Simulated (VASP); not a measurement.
Set up this calculation in VASP 6.6.1, as the native input.

| Quantity | Value |
| --- | --- |
| Task | single point |
| Functional | PBE |
| Dispersion | D4 |
| Potentials or basis | VASP PAW PBE potentials, release 64 (Pt, Al) |
| Cutoff | 520 eV |
| k mesh | 8 × 8 × 8 |
| Occupations | fermi-dirac, width 0.05 eV |
| Spin | no spin polarisation |
| Dipole correction | no |
| Further INCAR settings | ALGO = Normal; EDIFF = 1e-07; NBANDS = 15 |

The structure of Al2Pt lies in POSCAR:

```
Al2Pt
1.0
    0.0000000000      2.9445640011      2.9445640011
    2.9445640011      0.0000000000      2.9445640011
    2.9445640011      2.9445640011      0.0000000000
Pt Al
1 2
Direct
    0.0000000000      0.0000000000      0.0000000000
    0.7500000000      0.7500000000      0.7500000000
    0.2500000000      0.2500000000      0.2500000000
```

The input as run:

INCAR

```
SYSTEM = Al2Pt
PREC = Accurate
ENCUT = 520
EDIFF = 1E-7
ISMEAR = -1
SIGMA = 0.05
LREAL = .FALSE.
LASPH = .TRUE.
NELM = 60
ALGO = Normal
ISIF = 2
LWAVE = .FALSE.
LCHARG = .FALSE.
GGA = PE
IVDW = 13
NBANDS = 15
```

KPOINTS

```
regular mesh
0
G
  8 8 8
  0 0 0
```

Potentials or basis: VASP PAW PBE potentials, release 64 (Pt, Al).

Run with:

```bash
$ cat potpaw_PBE.64/Pt/POTCAR potpaw_PBE.64/Al/POTCAR > POTCAR
$ mpirun -np 1 vasp_std > vasp.out
```

It gave:

* Pressure: -0.2 GPa
* Band gap on the k mesh: zero (band 8 reaches 11.86 eV, above the bottom of band 9 at 6.40 eV)
* Dispersion energy per atom: -0.439 eV

Caveat: spin-orbit coupling is left out, which moves the levels of the heavy elements; pairwise dispersion overbinds metals, which lowers pressure and volume.

Wall time 8.5 s on 1 thread of Intel(R) Xeon(R) 6975P-C (Granite Rapids), on a shared host, peak memory 0.18 GiB.
